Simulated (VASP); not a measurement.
# Al (P6_3/mmc) in VASP: a series of runs

Runs on Al. Level: PBEsol. Tasks: single point.

Everything below comes from runs of VASP 6.6.1. Logs are shortened: lines on timing, memory, paths and dates and some standing lists are left out, and cuts for length are marked.

## 1. The cell of the first run

Symmetry: P6_3/mmc, No. 194, hexagonal system. Conventional cell: a = 2.845 Å, b = 2.845 Å, c = 4.654 Å, α = 90.00°, β = 90.00°, γ = 120.00°. Al (site symmetry -6m2) has 12 Al at 2.85 Å within 3.7 Å.

## 2. Single point, PBEsol

Contents of INCAR:

```
SYSTEM = Al
ALGO     = Normal         ! electronic algorithm
EDIFF    = 1E-7           ! SCF threshold, eV
ENCUT    = 520            ! plane-wave cutoff, eV
GGA      = PS             ! functional
ISIF     = 2              ! what is computed and relaxed
ISMEAR   = -1             ! smearing method
LASPH    = .True.         ! aspherical terms in the spheres
LCHARG   = .False.        ! write CHGCAR
LREAL    = .False.        ! projectors in reciprocal space
LWAVE    = .False.        ! write WAVECAR
NBANDS   = 10             ! bands
NELM     = 100            ! most SCF steps
PREC     = Accurate       ! precision mode
SIGMA    = 0.1            ! smearing width, eV
```

Contents of KPOINTS:

```
k-points
0
Gamma
  13 13 7
  0 0 0
```

Contents of POSCAR:

```
Al
1.0
    1.4227496827     -2.4642747368      0.0000000000
    1.4227496826      2.4642747368      0.0000000000
    0.0000000000      0.0000000000      4.6540446341
Al
2
Direct
    0.6666666670      0.3333333330      0.2500000000
    0.3333333330      0.6666666670      0.7500000000
```

Potentials or basis: VASP PAW PBE potentials, release 64 (Al).

Started as:

```console
cat potpaw_PBE.64/Al/POTCAR > POTCAR
mpirun -np 1 vasp_std > vasp.out
```

OUTCAR:

```text
SYSTEM = Al
   EDIFF = 1E-7
   ENCUT = 520
   GGA = PS
   ISIF = 2
   ISMEAR = -1
   LASPH = .True.
   LREAL = .False.
   NELM = 100
   PREC = Accurate

 ion  position               nearest neighbor table
   1  0.667  0.333  0.250-   2 2.85   2 2.85   2 2.85   2 2.85   2 2.85   2 2.85
   2  0.333  0.667  0.750-   1 2.85   1 2.85   1 2.85   1 2.85   1 2.85   1 2.85

  LATTYP: Found a hexagonal cell.
 ALAT       =     2.8454993653
 C/A-ratio  =     1.6355809777

  Lattice vectors:

 A1 = (   1.4227496827,  -2.4642747368,   0.0000000000)
 A2 = (   1.4227496826,   2.4642747368,   0.0000000000)
 A3 = (   0.0000000000,   0.0000000000,   4.6540446341)

Analysis of symmetry for initial positions (statically):
=====================================================================
 Subroutine PRICEL returns:
 Original cell was already a primitive cell.

 Routine SETGRP: Setting up the symmetry group for a
 hexagonal supercell.

 Subroutine GETGRP returns: Found 24 space group operations
 (whereof 12 operations were pure point group operations)
 out of a pool of 24 trial point group operations.

The static configuration has the point symmetry D_3d.
 The point group associated with its full space group is D_6h.

Analysis of symmetry for dynamics (positions and initial velocities):
=====================================================================
 Subroutine PRICEL returns:
 Original cell was already a primitive cell.

 Routine SETGRP: Setting up the symmetry group for a
 hexagonal supercell.

 Subroutine GETGRP returns: Found 24 space group operations
 (whereof 12 operations were pure point group operations)
 out of a pool of 24 trial point group operations.

The dynamic configuration has the point symmetry D_3d.
 The point group associated with its full space group is D_6h.

 Subroutine INISYM returns: Found 24 space group operations
 (whereof 12 operations are pure point group operations),
 and found     1 'primitive' translations

----------------------------------------------------------------------------------------

                                     Primitive cell

  volume of cell :      32.6346

  direct lattice vectors                    reciprocal lattice vectors
     1.422749683 -2.464274737  0.000000000     0.351432164 -0.202899455  0.000000000
     1.422749683  2.464274737  0.000000000     0.351432164  0.202899455  0.000000000
     0.000000000  0.000000000  4.654044634     0.000000000  0.000000000  0.214866869

  length of vectors
     2.845499365  2.845499365  4.654044634     0.405798909  0.405798909  0.214866869

  position of ions in fractional coordinates (direct lattice)
     0.666666667  0.333333333  0.250000000
     0.333333333  0.666666667  0.750000000

  ion indices of the primitive-cell ions
   primitive index   ion index
                 1           1
                 2           2

----------------------------------------------------------------------------------------

 KPOINTS: k-points

Automatic generation of k-mesh.
 Grid dimensions read from file:
 generate k-points for:   13   13    7

 Generating k-lattice:

  Cartesian coordinates                     Fractional coordinates (reciprocal lattice)
     0.027033243 -0.015607650  0.000000000     0.076923077  0.000000000  0.000000000
     0.027033243  0.015607650  0.000000000    -0.000000000  0.076923077  0.000000000
     0.000000000  0.000000000  0.030695267     0.000000000  0.000000000  0.142857143

  Length of vectors
     0.031215301  0.031215301  0.030695267

  Shift w.r.t. Gamma in fractional coordinates (k-lattice)
     0.000000000  0.000000000  0.000000000

 Subroutine IBZKPT returns following result:
 ===========================================

 Found     84 irreducible k-points:

 Following reciprocal coordinates:
            Coordinates               Weight
  0.000000  0.000000  0.000000      1.000000
  0.076923  0.000000  0.000000      6.000000
  0.153846  0.000000  0.000000      6.000000
  0.230769  0.000000  0.000000      6.000000
  0.307692  0.000000  0.000000      6.000000
  0.384615  0.000000  0.000000      6.000000
[... 16 lines left out ...]
  0.076923  0.000000  0.142857     12.000000
  0.153846  0.000000  0.142857     12.000000
 [... further k-points ...]
   k-points           NKPTS =     84   k-points in BZ     NKDIM =     84   number of bands    NBANDS=     10
   number of dos      NEDOS =    301   number of ions     NIONS =      2
   total plane-waves  NPLWV =  20736
   dimension x,y,z NGX =    24 NGY =   24 NGZ =   36
   dimension x,y,z NGXF=    48 NGYF=   48 NGZF=   72
   ions per type =               2
   NGX,Y,Z   is equivalent  to a cutoff of  14.02, 14.02, 12.86 a.u.
   NGXF,Y,Z  is equivalent  to a cutoff of  28.04, 28.04, 25.72 a.u.
 SYSTEM =  Al
   PREC   = accura    normal or accurate (medium, high low for compatibility)
   ISTART =      0    job   : 0-new  1-cont  2-samecut
   ICHARG =      2    charge: 1-file 2-atom 10-const
   ISPIN  =      1    spin polarized calculation?
   LNONCOLLINEAR =      F non collinear calculations
   LSORBIT =      F    spin-orbit coupling
   LASPH  =      T    aspherical Exc in radial PAW
   ENCUT  =  520.0 eV  38.22 Ry    6.18 a.u.   5.29  5.29  8.65*2*pi/ulx,y,z
   NELM   =    100;   NELMIN=  2; NELMDL= -5     # of ELM steps
   EDIFF  = 0.1E-06   stopping-criterion for ELM
   LREAL  =      F    real-space projection
   EDIFFG = 0.1E-05   stopping-criterion for IOM
   NSW    =      0    number of steps for IOM
   IBRION =     -1    ionic relax: 0-MD 1-quasi-New 2-CG
   NFREE  =      0    steps in history (QN), initial steepest desc. (CG)
   ISIF   =      2    stress and relaxation
   ISYM   =      2    0-nonsym 1-usesym 2-fastsym
   POTIM  = 0.5000    time-step for ionic-motion
   TEBEG  =    0.0;   TEEND  =   0.0 temperature during run
   PSTRESS=    0.0 pullay stress
   NELECT =       6.0000    total number of electrons
   NUPDOWN=      -1.0000    fix difference up-down
   EMIN   =  10.00;   EMAX   =-10.00  energy-range for DOS
   EFERMI =   0.00;   METHOD = LEGACY
   ISMEAR =    -1;   SIGMA  =   0.10  broadening in eV -4-tet -1-fermi 0-gaus
   EFERMI_NEDOS =   21; number of points for ismear=-14 and -15
   IALGO  =     38    algorithm
   IMIX   =      4    mixing-type and parameters
     AMIX     =   0.40;   BMIX     =  1.00
     AMIX_MAG =   1.60;   BMIX_MAG =  1.00
  volume/ion in A,a.u.               =      16.32       110.11
  Fermi-wavevector in a.u.,A,eV,Ry     =   0.930892  1.759130 11.790258  0.866559
  Thomas-Fermi vector in A             =   2.057328
   LORBIT       =      0    0 simple, 1 ext, 2 COOP (PROOUT), +10 PAW based schemes
   GGA     = PS    functional components
   LHFCALC =     F    Hartree Fock is set to
   AEXX    =    0.0000 exact exchange contribution
   IVDW    =     0    specifies the selected vdW correction
   LEPSILON=     F    determine dielectric tensor
   LRPA    =     F    only Hartree local field effects (RPA)
 non-spin polarized calculation
  energy-cutoff  :      520.00
  volume of cell :       32.63
 maximum number of plane-waves:       890
 NGX is ok and might be reduce to    24
   NGX = 11   NGY = 11   NGZ = 17

 number of electron       6.0000000 magnetization

 Free energy of the ion-electron system (eV)
  ---------------------------------------------------
  ext. energy  EPLUGINS =         0.00000000
  ---------------------------------------------------
  free energy    TOTEN  =        -8.13465548 eV

  energy without entropy =       -8.11058416  energy(sigma->0) =       -8.12261982

 E-fermi :   8.0639     XC(G=0): -10.2987

 val. band max:        8.0462903352   @ k =   0.3846   0.0769   0.0000
 cond. band min:       8.1402097991   @ k =   0.0769   0.0769   0.2857
 fundamental gap:      0.0939194639
 Fermi energy:         8.0639134549

 k-point     1 :       0.0000    0.0000    0.0000
  band No.  band energies     occupation
      1      -3.1431      2.00000
      2       3.4206      2.00000
      3       3.6532      2.00000
      4      18.7366      0.00000
      5      18.7366      0.00000
      6      19.1085      0.00000
      7      19.1085      0.00000
      8      20.1865      0.00000
      9      22.1952      0.00000
     10      22.4459      0.00000

 k-point     2 :       0.0769    0.0000    0.0000
  band No.  band energies     occupation
      1      -2.9990      2.00000
      2       3.5542      2.00000
      3       3.7938      2.00000
      4      16.3764      0.00000
      5      17.4295      0.00000
      6      18.7122      0.00000
      7      20.6586      0.00000
      8      21.0420      0.00000
      9      21.9670      0.00000
     10      22.3190      0.00000

 k-point     3 :       0.1538    0.0000    0.0000
  band No.  band energies     occupation
      1      -2.5676      2.00000
      2       3.9549      2.00000
      3       4.2125      2.00000
      4      13.5034      0.00000
      5      16.2021      0.00000
      6      17.5097      0.00000
      7      19.4692      0.00000
      8      19.6546      0.00000
      9      21.7263      0.00000
     10      22.1416      0.00000

 k-point     4 :       0.2308    0.0000    0.0000
  band No.  band energies     occupation
      1      -1.8517      2.00000
      2       4.6225      2.00000
      3       4.8963      2.00000
      4      10.7753      0.00000
      5      15.2203      0.00000
      6      16.0726      0.00000
      7      16.7996      0.00000
      8      17.7435      0.00000
      9      20.8913      0.00000
     10      21.2214      0.00000
[... 222 lines left out ...]
 k-point    22 :       0.0000    0.0000    0.1429
  band No.  band energies     occupation
      1      -3.0037      2.00000
      2       1.7899      2.00000
      3       5.5286      2.00000
      4      18.4372      0.00000
      5      18.8447      0.00000
      6      18.8447      0.00000
      7      19.2275      0.00000
      8      19.2275      0.00000
      9      22.3041      0.00000
     10      22.8518      0.00000

 k-point    23 :       0.0769    0.0000    0.1429
  band No.  band energies     occupation
      1      -2.8597      2.00000
      2       1.9287      2.00000
      3       5.6632      2.00000
      4      16.4687      0.00000
      5      17.5462      0.00000
      6      18.3276      0.00000
      7      19.4633      0.00000
      8      20.7326      0.00000
      9      20.8821      0.00000
     10      21.7170      0.00000

 k-point    24 :       0.1538    0.0000    0.1429
  band No.  band energies     occupation
      1      -2.4288      2.00000
      2       2.3442      2.00000
      3       6.0647      2.00000
      4      13.6208      0.00000
      5      16.3202      0.00000
      6      17.3545      0.00000
      7      18.1508      0.00000
      8      19.7211      0.00000
      9      20.4464      0.00000
     10      21.2151      0.00000

 [... further k-points ...]
[... 5 lines left out ...]
  --------------------------------------------------------------------------------------
  -------------------------------------------------------------------------------------
  Total        0.0167931      0.0167931     -0.0479467     -0.0000000      0.0000000     -0.0000000
  in kB        0.8244463      0.8244463     -2.3539181     -0.0000000      0.0000000     -0.0000000
  external PRESSURE =      -0.2350085 kB  Pullay stress =       0.0000000 kB

 VOLUME and BASIS-vectors are now :
 -----------------------------------------------------------------------------
  energy-cutoff  :      520.00
  volume of cell :       32.63
      direct lattice vectors                 reciprocal lattice vectors
     1.422749683 -2.464274737  0.000000000     0.351432164 -0.202899455  0.000000000
     1.422749683  2.464274737  0.000000000     0.351432164  0.202899455  0.000000000
     0.000000000  0.000000000  4.654044634     0.000000000  0.000000000  0.214866869

 POSITION                                       TOTAL-FORCE (eV/Angst)
 -----------------------------------------------------------------------------------
      1.42275     -0.82142      1.16351         0.000000     -0.000000      0.000000
      1.42275      0.82142      3.49053        -0.000000      0.000000      0.000000
 -----------------------------------------------------------------------------------
    total drift:                                0.000000     -0.000000     -0.000000

  FREE ENERGIE OF THE ION-ELECTRON SYSTEM (eV)
  ---------------------------------------------------
  free  energy   TOTEN  =        -8.1346554827 eV

  energy  without entropy=       -8.1105841636  energy(sigma->0) =       -8.12261982
```

It took 19 s on 1 thread of Intel Xeon Platinum 8375C at 2.90GHz (Ice Lake), shared host; peak memory 0.16 GiB.

Results:

```
Free energy            : -8.1347 eV
Pressure               : 0.0 GPa
Band gap on the k mesh : zero (band 3 reaches 11.37 eV, above the bottom of band 4 at 5.25 eV)
```

Caveat: the PAW data sets were made with another functional, which shifts forces and pressure a little.

## 3. Single point, PBEsol

Contents of INCAR:

```
PREC = Accurate ; ENCUT = 520
EDIFF = 1E-6 ; ISMEAR = -1
SIGMA = 0.1 ; LREAL = F
LASPH = T ; NELM = 80
ALGO = Normal ; ISIF = 2
LWAVE = F ; LCHARG = T
GGA = PS ; LELF = T
LVHAR = T ; NBANDS = 10
```

Contents of KPOINTS:

```
regular mesh
0
Gamma
  13 13 7
```

POSCAR is that of step 2.

Potentials or basis: VASP PAW PBE potentials, release 64 (Al).

Started as:

```console
cat potpaw_PBE.64/Al/POTCAR > POTCAR
mpirun -np 1 vasp_std > vasp.out
```

Run time: 18 s. Hardware: 1 thread of Intel Xeon Platinum 8375C at 2.90GHz (Ice Lake), shared host; peak memory 0.15 GiB.

It converged, with:

```
Free energy            : -8.1347 eV
Pressure               : 0.0 GPa
Band gap on the k mesh : zero (band 3 reaches 11.37 eV, above the bottom of band 4 at 5.25 eV)
```

Stress tensor (GPa, compression positive):
```
 0.08  0.00  0.00
 0.00  0.08  0.00
 0.00  0.00 -0.23
```

Levels at points of the mesh, in eV from the Fermi level:
| k point | band 1 | band 2 | band 3 | band 4 | band 5 | band 6 | band 7 |
| --- | --- | --- | --- | --- | --- | --- | --- |
| (0.00, 0.00, 0.00) | -11.21 | -4.64 | -4.41 | 10.67 | 10.67 | 11.04 | 11.04 |

Caveat: the PAW data sets were made with another functional, which shifts forces and pressure a little.
